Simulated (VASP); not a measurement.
# BiTe (Fm-3m) in VASP: single point with PBE

Aim: the single point of BiTe with PBE.

Program: VASP 6.6.1. These are calculated values, not measurements. Logs are shortened: lines on timing, memory, paths and dates and some standing lists are left out, and cuts for length are marked.

### 1 The cell of the first run

The structure is cubic, space group Fm-3m (No. 225). The conventional cell has a = 6.470 Å, b = 6.470 Å, c = 6.470 Å, α = 90.00°, β = 90.00°, γ = 90.00°. Bi (site symmetry m-3m) has 6 Te at 3.23 Å within 4.3 Å. Te (site symmetry m-3m) has 6 Bi at 3.23 Å within 4.3 Å.

### 2 Single point, PBE

The input, INCAR:

```
SYSTEM = BiTe
PREC = Accurate ; ENCUT = 500
EDIFF = 1E-6 ; ISMEAR = 0
SIGMA = 0.1 ; LREAL = .False.
LASPH = .True. ; NELM = 120
ALGO = Normal ; ISIF = 2
LWAVE = .False. ; LCHARG = .False.
GGA = PE ; NBANDS = 18
GGA_COMPAT = .False.
```

The input, KPOINTS:

```
Automatic mesh
0
Gamma
  6 6 6
  0 0 0
```

The input, POSCAR:

```
BiTe
1.0
    0.0000000000      3.2349999084      3.2349999084
    3.2349999084      0.0000000000      3.2349999084
    3.2349999084      3.2349999084      0.0000000000
Bi Te
1 1
Direct
    0.5000000000      0.5000000000      0.5000000000
    0.0000000000      0.0000000000      0.0000000000
```

Potentials or basis: VASP PAW PBE potentials, release 64 (Bi_d, Te).

Command:

```console
$ cat potpaw_PBE.64/Bi_d/POTCAR potpaw_PBE.64/Te/POTCAR > POTCAR
$ mpirun -np 1 vasp_std > vasp.out
```

OUTCAR:

```text
SYSTEM = BiTe
   PREC = Accurate
   ENCUT = 500
   EDIFF = 1E-6
   ISMEAR = 0
   LREAL = .False.
   LASPH = .True.
   NELM = 120
   ISIF = 2
   GGA = PE

 ion  position               nearest neighbor table
   1  0.500  0.500  0.500-   2 3.23   2 3.23   2 3.23   2 3.23   2 3.23   2 3.23
   2  0.000  0.000  0.000-   1 3.23   1 3.23   1 3.23   1 3.23   1 3.23   1 3.23

  LATTYP: Found a face centered cubic cell.
 ALAT       =     6.4699998168

  Lattice vectors:

 A1 = (   0.0000000000,   3.2349999084,   3.2349999084)
 A2 = (   3.2349999084,   0.0000000000,   3.2349999084)
 A3 = (   3.2349999084,   3.2349999084,   0.0000000000)

Analysis of symmetry for initial positions (statically):
=====================================================================
 Subroutine PRICEL returns:
 Original cell was already a primitive cell.

 Routine SETGRP: Setting up the symmetry group for a
 face centered cubic supercell.

 Subroutine GETGRP returns: Found 48 space group operations
 (whereof 48 operations were pure point group operations)
 out of a pool of 48 trial point group operations.

The static configuration has the point symmetry O_h .

Analysis of symmetry for dynamics (positions and initial velocities):
=====================================================================
 Subroutine PRICEL returns:
 Original cell was already a primitive cell.

 Routine SETGRP: Setting up the symmetry group for a
 face centered cubic supercell.

 Subroutine GETGRP returns: Found 48 space group operations
 (whereof 48 operations were pure point group operations)
 out of a pool of 48 trial point group operations.

The dynamic configuration has the point symmetry O_h .

 Subroutine INISYM returns: Found 48 space group operations
 (whereof 48 operations are pure point group operations),
 and found     1 'primitive' translations

----------------------------------------------------------------------------------------

                                     Primitive cell

  volume of cell :      67.7100

  direct lattice vectors                    reciprocal lattice vectors
     0.000000000  3.234999908  3.234999908    -0.154559510  0.154559510  0.154559510
     3.234999908  0.000000000  3.234999908     0.154559510 -0.154559510  0.154559510
     3.234999908  3.234999908  0.000000000     0.154559510  0.154559510 -0.154559510

  length of vectors
     4.574980745  4.574980745  4.574980745     0.267704924  0.267704924  0.267704924

[... 69 lines left out ...]
   ENCUT  =  500.0 eV  36.75 Ry    6.06 a.u.   8.34  8.34  8.34*2*pi/ulx,y,z
   NELM   =    120;   NELMIN=  2; NELMDL= -5     # of ELM steps
   EDIFF  = 0.1E-05   stopping-criterion for ELM
   LREAL  =      F    real-space projection
   EDIFFG = 0.1E-04   stopping-criterion for IOM
   NSW    =      0    number of steps for IOM
   IBRION =     -1    ionic relax: 0-MD 1-quasi-New 2-CG
   NFREE  =      0    steps in history (QN), initial steepest desc. (CG)
   ISIF   =      2    stress and relaxation
   ISYM   =      2    0-nonsym 1-usesym 2-fastsym
   POTIM  = 0.5000    time-step for ionic-motion
   TEBEG  =    0.0;   TEEND  =   0.0 temperature during run
   PSTRESS=    0.0 pullay stress
   NELECT =      21.0000    total number of electrons
   NUPDOWN=      -1.0000    fix difference up-down
   EMIN   =  10.00;   EMAX   =-10.00  energy-range for DOS
   EFERMI =   0.00;   METHOD = LEGACY
   ISMEAR =     0;   SIGMA  =   0.10  broadening in eV -4-tet -1-fermi 0-gaus
   EFERMI_NEDOS =   21; number of points for ismear=-14 and -15
   IALGO  =     38    algorithm
   IMIX   =      4    mixing-type and parameters
     AMIX     =   0.40;   BMIX     =  1.00
     AMIX_MAG =   1.60;   BMIX_MAG =  1.00
  volume/ion in A,a.u.               =      33.85       228.46
  Fermi-wavevector in a.u.,A,eV,Ry     =   1.108146  2.094092 16.707786  1.227988
  Thomas-Fermi vector in A             =   2.244669
   LORBIT       =      0    0 simple, 1 ext, 2 COOP (PROOUT), +10 PAW based schemes
   GGA     = PE    functional components
   LHFCALC =     F    Hartree Fock is set to
   AEXX    =    0.0000 exact exchange contribution
   IVDW    =     0    specifies the selected vdW correction
   LEPSILON=     F    determine dielectric tensor
   LRPA    =     F    only Hartree local field effects (RPA)
 non-spin polarized calculation
 Gauss-broadening in eV      SIGMA  =   0.10
  energy-cutoff  :      500.00
  volume of cell :       67.71
 maximum number of plane-waves:      1759
 NGX is ok and might be reduce to    36
   NGX = 17   NGY = 17   NGZ = 17

 number of electron      21.0000001 magnetization

 Free energy of the ion-electron system (eV)
  ---------------------------------------------------
  ext. energy  EPLUGINS =         0.00000000
  ---------------------------------------------------
  free energy    TOTEN  =        -7.16735921 eV

  energy without entropy =       -7.15490594  energy(sigma->0) =       -7.16113257

 E-fermi :   6.5458     XC(G=0):  -9.4341

 val. band max:        6.5379421197   @ k =  -0.1667   0.1667   0.0000
 cond. band min:       6.6912413193   @ k =   0.3333   0.0000   0.0000
 fundamental gap:      0.1532991996
 Fermi energy:         6.5457933393

 k-point     1 :       0.0000    0.0000    0.0000
  band No.  band energies     occupation
      1     -16.4981      2.00000
      2     -16.4981      2.00000
      3     -16.4950      2.00000
      4     -16.4950      2.00000
      5     -16.4950      2.00000
      6      -6.8712      2.00000
[... 313 lines left out ...]
      5     -16.4846      2.00000
      6      -4.8070      2.00000
[... 10 lines left out ...]
     17      16.7597      0.00000
     18      17.1000      0.00000

------------------------ aborting loop because EDIFF is reached ----------------------------------------

  FORCE on cell =-STRESS in cart. coord.  units (eV):
  Direction    XX          YY          ZZ          XY          YZ          ZX
  --------------------------------------------------------------------------------------
  -------------------------------------------------------------------------------------
  Total        0.3724715      0.3724715      0.3724715      0.0000000     -0.0000000      0.0000000
  in kB        8.8135481      8.8135481      8.8135481      0.0000000     -0.0000000      0.0000000
  external PRESSURE =       8.8135481 kB  Pullay stress =       0.0000000 kB

 VOLUME and BASIS-vectors are now :
 -----------------------------------------------------------------------------
  energy-cutoff  :      500.00
  volume of cell :       67.71
      direct lattice vectors                 reciprocal lattice vectors
     0.000000000  3.234999908  3.234999908    -0.154559510  0.154559510  0.154559510
     3.234999908  0.000000000  3.234999908     0.154559510 -0.154559510  0.154559510
     3.234999908  3.234999908  0.000000000     0.154559510  0.154559510 -0.154559510

 POSITION                                       TOTAL-FORCE (eV/Angst)
 -----------------------------------------------------------------------------------
      3.23500      3.23500      3.23500         0.000000      0.000000      0.000000
      0.00000      0.00000      0.00000        -0.000000     -0.000000     -0.000000
 -----------------------------------------------------------------------------------
    total drift:                                0.000000      0.000000      0.000000

  FREE ENERGIE OF THE ION-ELECTRON SYSTEM (eV)
  ---------------------------------------------------
  free  energy   TOTEN  =        -7.1673592067 eV

  energy  without entropy=       -7.1549059372  energy(sigma->0) =       -7.16113257
```

OSZICAR:

```text
N       E                     dE             d eps       ncg     rms          rms(c)
DAV:   1     0.158395246879E+03    0.15840E+03   -0.96824E+03   576   0.110E+03
DAV:   2     0.417505088702E+01   -0.15422E+03   -0.15000E+03   628   0.303E+02
DAV:   3    -0.688069869389E+01   -0.11056E+02   -0.11001E+02   708   0.843E+01
DAV:   4    -0.718313675711E+01   -0.30244E+00   -0.30227E+00   758   0.151E+01
DAV:   5    -0.719154897602E+01   -0.84122E-02   -0.84119E-02   788   0.221E+00    0.663E+00
DAV:   6    -0.716308144473E+01    0.28468E-01   -0.96644E-02   788   0.191E+00    0.399E+00
DAV:   7    -0.716731505459E+01   -0.42336E-02   -0.24721E-02   646   0.788E-01    0.572E-01
DAV:   8    -0.716722055447E+01    0.94500E-04   -0.37650E-03   728   0.409E-01    0.127E-01
DAV:   9    -0.716735675667E+01   -0.13620E-03   -0.36667E-04   668   0.117E-01    0.434E-02
DAV:  10    -0.716735825207E+01   -0.14954E-05   -0.12935E-05   782   0.215E-02    0.270E-02
DAV:  11    -0.716735930438E+01   -0.10523E-05   -0.10318E-05   604   0.213E-02    0.472E-03
DAV:  12    -0.716735920669E+01    0.97692E-07   -0.12210E-06   468   0.914E-03
   1 F= -.71673592E+01 E0= -.71611326E+01  d E =-.124533E-01
```

It took 75 s on 1 thread of Intel Xeon 8259CL, shared host; peak memory 0.17 GiB.

Results:

| Item | Value |
| --- | --- |
| Free energy | -7.1674 eV |
| Pressure | 0.9 GPa |
| Band gap on the k mesh | zero (an odd number of electrons rules out a gap without spin polarisation) |

Caveat: spin-orbit coupling is left out, which moves the levels of the heavy elements; an odd number of electrons without spin polarisation forces a metal; a magnetic or distorted state may lie lower.

The gap in the log of VASP goes by the Fermi energy; the results here count the filled bands.